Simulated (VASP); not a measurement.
# GaN (F-43m) in VASP: notebook

The runs below take GaN through single point, with PBE, r2SCAN, HSE06, PBE0.

Everything below comes from runs of VASP 6.6.1. Logs are shortened: lines on timing, memory, paths and dates and some standing lists are left out, and cuts for length are marked.

**1. The cell of the first run**

The structure is cubic, space group F-43m (No. 216). Conventional cell: a = 4.498 Å, b = 4.498 Å, c = 4.498 Å, α = 90.00°, β = 90.00°, γ = 90.00°. Ga (site symmetry -43m) has 4 N at 1.95 Å within 2.6 Å. Within 2.6 Å of N (site symmetry -43m) lie 4 Ga at 1.95 Å.

**2. Single point, PBE**

INCAR reads:

```
PREC = Accurate ; ENCUT = 520
EDIFF = 1E-6 ; ISMEAR = 0
SIGMA = 0.01 ; LREAL = False
LASPH = True ; NELM = 100
ALGO = Normal ; ISIF = 2
LWAVE = False ; LCHARG = True
GGA = PE ; LELF = True
LVHAR = True ; NBANDS = 16
```

KPOINTS reads:

```
Automatic mesh
0
Gamma
  6 6 6
```

POSCAR reads:

```
GaN
1.0
    0.0000000000      2.2489525411      2.2489525411
    2.2489525411      0.0000000000      2.2489525411
    2.2489525411      2.2489525411      0.0000000000
Ga N
1 1
Direct
    0.0000000000      0.0000000000      0.0000000000
    0.2500000000      0.2500000000      0.2500000000
```

Potentials or basis: VASP PAW PBE potentials, release 64 (Ga_d, N).

Run with:

```bash
$ cat potpaw_PBE.64/Ga_d/POTCAR potpaw_PBE.64/N/POTCAR > POTCAR
$ mpirun -np 1 vasp_std > vasp.out
```

OUTCAR:

```text
PREC = Accurate
   ENCUT = 520
   EDIFF = 1E-6
   ISMEAR = 0
   LREAL = False
   LASPH = True
   NELM = 100
   ISIF = 2
   GGA = PE

 ion  position               nearest neighbor table
   1  0.000  0.000  0.000-   2 1.95   2 1.95   2 1.95   2 1.95
   2  0.250  0.250  0.250-   1 1.95   1 1.95   1 1.95   1 1.95

  LATTYP: Found a face centered cubic cell.
 ALAT       =     4.4979050822

  Lattice vectors:

 A1 = (   0.0000000000,   2.2489525411,   2.2489525411)
 A2 = (   2.2489525411,   0.0000000000,   2.2489525411)
 A3 = (   2.2489525411,   2.2489525411,   0.0000000000)

Analysis of symmetry for initial positions (statically):
=====================================================================
 Subroutine PRICEL returns:
 Original cell was already a primitive cell.

 Routine SETGRP: Setting up the symmetry group for a
 face centered cubic supercell.

 Subroutine GETGRP returns: Found 24 space group operations
 (whereof 24 operations were pure point group operations)
 out of a pool of 48 trial point group operations.

The static configuration has the point symmetry T_d .

Analysis of symmetry for dynamics (positions and initial velocities):
=====================================================================
 Subroutine PRICEL returns:
 Original cell was already a primitive cell.

 Routine SETGRP: Setting up the symmetry group for a
 face centered cubic supercell.

 Subroutine GETGRP returns: Found 24 space group operations
 (whereof 24 operations were pure point group operations)
 out of a pool of 48 trial point group operations.

The dynamic configuration has the point symmetry T_d .

 Subroutine INISYM returns: Found 24 space group operations
 (whereof 24 operations are pure point group operations),
 and found     1 'primitive' translations

----------------------------------------------------------------------------------------

                                     Primitive cell

  volume of cell :      22.7494

  direct lattice vectors                    reciprocal lattice vectors
     0.000000000  2.248952541  2.248952541    -0.222325723  0.222325723  0.222325723
     2.248952541  0.000000000  2.248952541     0.222325723 -0.222325723  0.222325723
     2.248952541  2.248952541  0.000000000     0.222325723  0.222325723 -0.222325723

  length of vectors
     3.180499185  3.180499185  3.180499185     0.385079448  0.385079448  0.385079448

  position of ions in fractional coordinates (direct lattice)
     0.000000000  0.000000000  0.000000000
     0.250000000  0.250000000  0.250000000

  ion indices of the primitive-cell ions
   primitive index   ion index
                 1           1
                 2           2

----------------------------------------------------------------------------------------

 KPOINTS: Automatic mesh

Automatic generation of k-mesh.
 Grid dimensions read from file:
 generate k-points for:    6    6    6

 Generating k-lattice:

  Cartesian coordinates                     Fractional coordinates (reciprocal lattice)
    -0.037054287  0.037054287  0.037054287     0.166666667  0.000000000  0.000000000
     0.037054287 -0.037054287  0.037054287     0.000000000  0.166666667  0.000000000
     0.037054287  0.037054287 -0.037054287     0.000000000  0.000000000  0.166666667

  Length of vectors
     0.064179908  0.064179908  0.064179908

  Shift w.r.t. Gamma in fractional coordinates (k-lattice)
     0.000000000  0.000000000  0.000000000

 Subroutine IBZKPT returns following result:
 ===========================================

 Found     16 irreducible k-points:

 Following reciprocal coordinates:
            Coordinates               Weight
  0.000000  0.000000  0.000000      1.000000
  0.166667  0.000000  0.000000      8.000000
  0.333333  0.000000  0.000000      8.000000
  0.500000  0.000000  0.000000      4.000000
  0.166667  0.166667  0.000000      6.000000
  0.333333  0.166667  0.000000     24.000000
[... 8 lines left out ...]
 -0.333333  0.333333  0.166667     24.000000
 -0.333333  0.500000  0.166667     12.000000
   k-points           NKPTS =     16   k-points in BZ     NKDIM =     16   number of bands    NBANDS=     16
   number of dos      NEDOS =    301   number of ions     NIONS =      2
   total plane-waves  NPLWV =  13824
   dimension x,y,z NGX =    24 NGY =   24 NGZ =   24
   dimension x,y,z NGXF=    48 NGYF=   48 NGZF=   48
   ions per type =               1   1
   NGX,Y,Z   is equivalent  to a cutoff of  12.54, 12.54, 12.54 a.u.
   NGXF,Y,Z  is equivalent  to a cutoff of  25.09, 25.09, 25.09 a.u.
 SYSTEM =  unknown system
   PREC   = accura    normal or accurate (medium, high low for compatibility)
   ISTART =      0    job   : 0-new  1-cont  2-samecut
   ICHARG =      2    charge: 1-file 2-atom 10-const
   ISPIN  =      1    spin polarized calculation?
   LNONCOLLINEAR =      F non collinear calculations
   LSORBIT =      F    spin-orbit coupling
   LASPH  =      T    aspherical Exc in radial PAW
   ENCUT  =  520.0 eV  38.22 Ry    6.18 a.u.   5.91  5.91  5.91*2*pi/ulx,y,z
   NELM   =    100;   NELMIN=  2; NELMDL= -5     # of ELM steps
   EDIFF  = 0.1E-05   stopping-criterion for ELM
   LREAL  =      F    real-space projection
   EDIFFG = 0.1E-04   stopping-criterion for IOM
   NSW    =      0    number of steps for IOM
   IBRION =     -1    ionic relax: 0-MD 1-quasi-New 2-CG
   NFREE  =      0    steps in history (QN), initial steepest desc. (CG)
   ISIF   =      2    stress and relaxation
   ISYM   =      2    0-nonsym 1-usesym 2-fastsym
   POTIM  = 0.5000    time-step for ionic-motion
   TEBEG  =    0.0;   TEEND  =   0.0 temperature during run
   PSTRESS=    0.0 pullay stress
   NELECT =      18.0000    total number of electrons
   NUPDOWN=      -1.0000    fix difference up-down
   EMIN   =  10.00;   EMAX   =-10.00  energy-range for DOS
   EFERMI =   0.00;   METHOD = LEGACY
   ISMEAR =     0;   SIGMA  =   0.01  broadening in eV -4-tet -1-fermi 0-gaus
   EFERMI_NEDOS =   21; number of points for ismear=-14 and -15
   IALGO  =     38    algorithm
   IMIX   =      4    mixing-type and parameters
     AMIX     =   0.40;   BMIX     =  1.00
     AMIX_MAG =   1.60;   BMIX_MAG =  1.00
  volume/ion in A,a.u.               =      11.37        76.76
  Fermi-wavevector in a.u.,A,eV,Ry     =   1.514173  2.861371 31.194330  2.292719
  Thomas-Fermi vector in A             =   2.623866
   LORBIT       =      0    0 simple, 1 ext, 2 COOP (PROOUT), +10 PAW based schemes
   GGA     = PE    functional components
   LHFCALC =     F    Hartree Fock is set to
   AEXX    =    0.0000 exact exchange contribution
   IVDW    =     0    specifies the selected vdW correction
   LEPSILON=     F    determine dielectric tensor
   LRPA    =     F    only Hartree local field effects (RPA)
 non-spin polarized calculation
 Gauss-broadening in eV      SIGMA  =   0.01
  energy-cutoff  :      520.00
  volume of cell :       22.75
 maximum number of plane-waves:       624
   NGX = 11   NGY = 11   NGZ = 11

 number of electron      18.0000009 magnetization

 Free energy of the ion-electron system (eV)
  ---------------------------------------------------
  ext. energy  EPLUGINS =         0.00000000
  ---------------------------------------------------
  free energy    TOTEN  =       -12.13378242 eV

  energy without entropy =      -12.13378242  energy(sigma->0) =      -12.13378242

 E-fermi :   5.4067     XC(G=0): -11.6982

 val. band max:        5.3522818686   @ k =   0.0000   0.0000   0.0000
 cond. band min:       7.1138501781   @ k =   0.0000   0.0000   0.0000
 fundamental gap:      1.7615683095
 Fermi energy:         5.4067038985

 k-point     1 :       0.0000    0.0000    0.0000
  band No.  band energies     occupation
      1     -10.6346      2.00000
      2      -8.0992      2.00000
      3      -8.0992      2.00000
      4      -8.0992      2.00000
      5      -7.7735      2.00000
      6      -7.7735      2.00000
[... 8 lines left out ...]
     15      24.2499      0.00000
     16      24.2499      0.00000

 k-point     2 :       0.1667    0.0000    0.0000
  band No.  band energies     occupation
      1     -10.3466      2.00000
      2      -8.0647      2.00000
      3      -8.0647      2.00000
      4      -7.9730      2.00000
      5      -7.7749      2.00000
      6      -7.7749      2.00000
[... 8 lines left out ...]
     15      22.3014      0.00000
     16      22.3014      0.00000

 k-point     3 :       0.3333    0.0000    0.0000
  band No.  band energies     occupation
      1      -9.8644      2.00000
      2      -8.0188      2.00000
      3      -8.0188      2.00000
      4      -7.7523      2.00000
      5      -7.7523      2.00000
      6      -7.3114      2.00000
[... 8 lines left out ...]
     15      23.0724      0.00000
     16      23.0724      0.00000

 k-point     4 :       0.5000    0.0000    0.0000
  band No.  band energies     occupation
      1      -9.7070      2.00000
      2      -8.0100      2.00000
      3      -8.0100      2.00000
      4      -7.7256      2.00000
      5      -7.7256      2.00000
      6      -6.5273      2.00000
[... 8 lines left out ...]
     15      25.0859      0.00000
     16      25.0859      0.00000
[... 172 lines left out ...]
 k-point    14 :       0.5000    0.3333    0.1667
  band No.  band energies     occupation
      1      -9.6385      2.00000
      2      -7.9619      2.00000
      3      -7.9407      2.00000
      4      -7.8333      2.00000
      5      -7.7362      2.00000
      6      -6.6582      2.00000
[... 8 lines left out ...]
     15      25.3062      0.00000
     16      27.8523      0.00000

 k-point    15 :      -0.3333    0.3333    0.1667
  band No.  band energies     occupation
      1      -9.5645      2.00000
      2      -7.9762      2.00000
      3      -7.9093      2.00000
      4      -7.7971      2.00000
      5      -7.7501      2.00000
      6      -6.0302      2.00000
[... 8 lines left out ...]
     15      24.2917      0.00000
     16      28.2586      0.00000

 k-point    16 :      -0.3333    0.5000    0.1667
  band No.  band energies     occupation
      1      -9.5294      2.00000
      2      -7.9672      2.00000
      3      -7.8918      2.00000
      4      -7.7820      2.00000
      5      -7.7332      2.00000
      6      -5.8836      2.00000
[... 8 lines left out ...]
     15      26.0798      0.00000
     16      28.4746      0.00000

------------------------ aborting loop because EDIFF is reached ----------------------------------------

  FORCE on cell =-STRESS in cart. coord.  units (eV):
  Direction    XX          YY          ZZ          XY          YZ          ZX
  --------------------------------------------------------------------------------------
  -------------------------------------------------------------------------------------
  Total        0.8853160      0.8853160      0.8853160      0.0000000     -0.0000000     -0.0000000
  in kB       62.3502246     62.3502246     62.3502246      0.0000000     -0.0000000     -0.0000000
  external PRESSURE =      62.3502246 kB  Pullay stress =       0.0000000 kB

 VOLUME and BASIS-vectors are now :
 -----------------------------------------------------------------------------
  energy-cutoff  :      520.00
  volume of cell :       22.75
      direct lattice vectors                 reciprocal lattice vectors
     0.000000000  2.248952541  2.248952541    -0.222325723  0.222325723  0.222325723
     2.248952541  0.000000000  2.248952541     0.222325723 -0.222325723  0.222325723
     2.248952541  2.248952541  0.000000000     0.222325723  0.222325723 -0.222325723

 POSITION                                       TOTAL-FORCE (eV/Angst)
 -----------------------------------------------------------------------------------
      0.00000      0.00000      0.00000         0.000000     -0.000000     -0.000000
      1.12448      1.12448      1.12448        -0.000000      0.000000      0.000000
 -----------------------------------------------------------------------------------
    total drift:                                0.000002      0.000002      0.000002

  FREE ENERGIE OF THE ION-ELECTRON SYSTEM (eV)
  ---------------------------------------------------
  free  energy   TOTEN  =       -12.1337824216 eV

  energy  without entropy=      -12.1337824216  energy(sigma->0) =      -12.13378242
```

Run time: 6.6 s. Hardware: 1 thread of Intel Xeon Platinum 8259CL at 2.50GHz (Skylake/Cascade Lake), shared host; peak memory 0.14 GiB.

Results:

- Free energy: -12.1338 eV
- Pressure: 6.2 GPa
- Band gap on the k mesh: 1.76 eV

Caveat: the cell stands under pressure; the structure was generated, so it needn't be the stable form of GaN.

**3. Single point, PBE**

INCAR reads:

```
SYSTEM = GaN
PREC = Accurate
ENCUT = 520
EDIFF = 1E-6
ISMEAR = 0
SIGMA = 0.01
LREAL = .False.
LASPH = .True.
NELM = 100
ALGO = Normal
ISIF = 2
LWAVE = .False.
LCHARG = .True.
GGA = PE
LELF = .True.
LVHAR = .True.
NBANDS = 16
```

KPOINTS reads:

```
regular mesh
0
Gamma
  6 6 6
  0 0 0
```

POSCAR is that of step 2.

Potentials or basis: VASP PAW PBE potentials, release 64 (Ga_d, N).

Run with:

```bash
$ cat potpaw_PBE.64/Ga_d/POTCAR potpaw_PBE.64/N/POTCAR > POTCAR
$ mpirun -np 1 vasp_std > vasp.out
```

It took 6.5 s on 1 thread of Intel Xeon Platinum 8259CL at 2.50GHz (Skylake/Cascade Lake), shared host; peak memory 0.13 GiB.

Results (log left out):

```
Free energy            : -12.1338 eV
Pressure               : 6.2 GPa
Band gap on the k mesh : 1.76 eV
```

Levels at points of the mesh, in eV from the valence-band top:
| k point | band 6 | band 7 | band 8 | band 9 | band 10 | band 11 | band 12 | band 13 |
| --- | --- | --- | --- | --- | --- | --- | --- | --- |
| (0.00, 0.00, 0.00) | -13.13 | 0.00 | 0.00 | 0.00 | 1.76 | 10.34 | 10.34 | 10.34 |
| (0.50, 0.00, 0.00) | -11.88 | -7.08 | -0.98 | -0.98 | 4.68 | 8.76 | 10.39 | 10.39 |
| (0.50, 0.50, 0.00) | -11.46 | -6.15 | -2.72 | -2.72 | 3.35 | 6.70 | 11.75 | 14.03 |

Caveat: the cell stands under pressure; the structure was generated, so it needn't be the stable form of GaN.

**4. Single point, r2SCAN**

POSCAR is that of step 3.

INCAR.step1 reads:

```
SYSTEM = GaN
ALGO = Normal ; EDIFF = 1E-4
ENCUT = 520 ; GGA = PE
ISMEAR = 0 ; LASPH = .TRUE.
LCHARG = .FALSE. ; LREAL = .FALSE.
LWAVE = .TRUE. ; NBANDS = 16
NELM = 100 ; PREC = Accurate
SIGMA = 0.01
```

INCAR.step2 reads:

```
SYSTEM = GaN
ALGO = Normal ; EDIFF = 1E-7
ENCUT = 520 ; ISIF = 2
ISMEAR = 0 ; ISTART = 1
LASPH = .TRUE. ; LCHARG = .FALSE.
LMIXTAU = .TRUE. ; LREAL = .FALSE.
LWAVE = .FALSE. ; METAGGA = R2SCAN
NBANDS = 16 ; NELM = 100
PREC = Accurate ; SIGMA = 0.01
```

KPOINTS reads:

```
k-points
0
G
  6 6 6
  0 0 0
```

Potentials or basis: VASP PAW PBE potentials, release 64 (Ga_d, N).

Run with:

```bash
$ cat potpaw_PBE.64/Ga_d/POTCAR potpaw_PBE.64/N/POTCAR > POTCAR
$ cp INCAR.step1 INCAR
$ mpirun -np 1 vasp_std > vasp.out
$ cp INCAR.step2 INCAR
$ mpirun -np 1 vasp_std > vasp.out
```

OUTCAR:

```text
SYSTEM = GaN
   EDIFF = 1E-7
   ENCUT = 520
   ISIF = 2
   ISMEAR = 0
   ISTART = 1
   LASPH = .TRUE.
   LREAL = .FALSE.
   METAGGA = R2SCAN
   NELM = 100
   PREC = Accurate

 ion  position               nearest neighbor table
   1  0.000  0.000  0.000-   2 1.95   2 1.95   2 1.95   2 1.95
   2  0.250  0.250  0.250-   1 1.95   1 1.95   1 1.95   1 1.95

  LATTYP: Found a face centered cubic cell.
 ALAT       =     4.4979050822

  Lattice vectors:

 A1 = (   0.0000000000,   2.2489525411,   2.2489525411)
 A2 = (   2.2489525411,   0.0000000000,   2.2489525411)
 A3 = (   2.2489525411,   2.2489525411,   0.0000000000)

Analysis of symmetry for initial positions (statically):
=====================================================================
 Subroutine PRICEL returns:
 Original cell was already a primitive cell.

 Routine SETGRP: Setting up the symmetry group for a
 face centered cubic supercell.

 Subroutine GETGRP returns: Found 24 space group operations
 (whereof 24 operations were pure point group operations)
 out of a pool of 48 trial point group operations.

The static configuration has the point symmetry T_d .
[... 149 lines left out ...]

  energy without entropy =      -21.89254053  energy(sigma->0) =      -21.89254053

 E-fermi :   5.1557     XC(G=0): -12.6697

 val. band max:        5.0866060826   @ k =   0.0000   0.0000   0.0000
 cond. band min:       7.2446510851   @ k =   0.0000   0.0000   0.0000
 fundamental gap:      2.1580450025
 Fermi energy:         5.1557116998

 k-point     1 :       0.0000    0.0000    0.0000
  band No.  band energies     occupation
      1     -11.6972      2.00000
      2      -8.7527      2.00000
      3      -8.7527      2.00000
      4      -8.7527      2.00000
      5      -8.3956      2.00000
      6      -8.3956      2.00000
[... 281 lines left out ...]
      3      -8.5300      2.00000
      4      -8.4171      2.00000
      5      -8.3550      2.00000
      6      -6.6703      2.00000
[... 8 lines left out ...]
     15      26.7791      0.00000
     16      29.2867      0.00000

------------------------ aborting loop because EDIFF is reached ----------------------------------------

  FORCE on cell =-STRESS in cart. coord.  units (eV):
  Direction    XX          YY          ZZ          XY          YZ          ZX
  --------------------------------------------------------------------------------------
  -------------------------------------------------------------------------------------
  Total        0.1526609      0.1526609      0.1526609     -0.0000000      0.0000000     -0.0000000
  in kB       10.7514611     10.7514611     10.7514611     -0.0000000      0.0000000     -0.0000000
  external PRESSURE =      10.7514611 kB  Pullay stress =       0.0000000 kB

 VOLUME and BASIS-vectors are now :
 -----------------------------------------------------------------------------
  energy-cutoff  :      520.00
  volume of cell :       22.75
      direct lattice vectors                 reciprocal lattice vectors
     0.000000000  2.248952541  2.248952541    -0.222325723  0.222325723  0.222325723
     2.248952541  0.000000000  2.248952541     0.222325723 -0.222325723  0.222325723
     2.248952541  2.248952541  0.000000000     0.222325723  0.222325723 -0.222325723

 POSITION                                       TOTAL-FORCE (eV/Angst)
 -----------------------------------------------------------------------------------
      0.00000      0.00000      0.00000        -0.000000      0.000000      0.000000
      1.12448      1.12448      1.12448         0.000000     -0.000000     -0.000000
 -----------------------------------------------------------------------------------
    total drift:                                0.000008      0.000008      0.000008

  FREE ENERGIE OF THE ION-ELECTRON SYSTEM (eV)
  ---------------------------------------------------
  free  energy   TOTEN  =       -21.8925405280 eV

  energy  without entropy=      -21.8925405280  energy(sigma->0) =      -21.89254053
```

It took 31 s on 1 thread of Intel Xeon Platinum 8259CL at 2.50GHz (Skylake/Cascade Lake), shared host; peak memory 0.14 GiB.

What came out:

```yaml
Free_energy: -21.8925 eV
Pressure: 1.1 GPa
Band_gap_on_the_k_mesh: 2.16 eV
```

Levels at points of the mesh, in eV from the valence-band top:
| k point | band 5 | band 6 | band 7 | band 8 | band 9 | band 10 | band 11 | band 12 | band 13 | band 14 |
| --- | --- | --- | --- | --- | --- | --- | --- | --- | --- | --- |
| (0.00, 0.00, 0.00) | -13.48 | -13.48 | 0.00 | 0.00 | 0.00 | 2.16 | 11.04 | 11.04 | 11.04 | 18.64 |
| (0.50, 0.00, 0.00) | -13.44 | -12.35 | -7.20 | -1.01 | -1.01 | 5.20 | 9.47 | 11.03 | 11.03 | 16.55 |
| (0.50, 0.50, 0.00) | -13.40 | -11.97 | -6.24 | -2.81 | -2.81 | 3.77 | 7.28 | 12.63 | 15.01 | 15.01 |

Caveat: the structure was generated, so it needn't be the stable form of GaN; the PAW data sets were made with another functional, which shifts forces and pressure a little.

(Continued in part 2 of 2.)
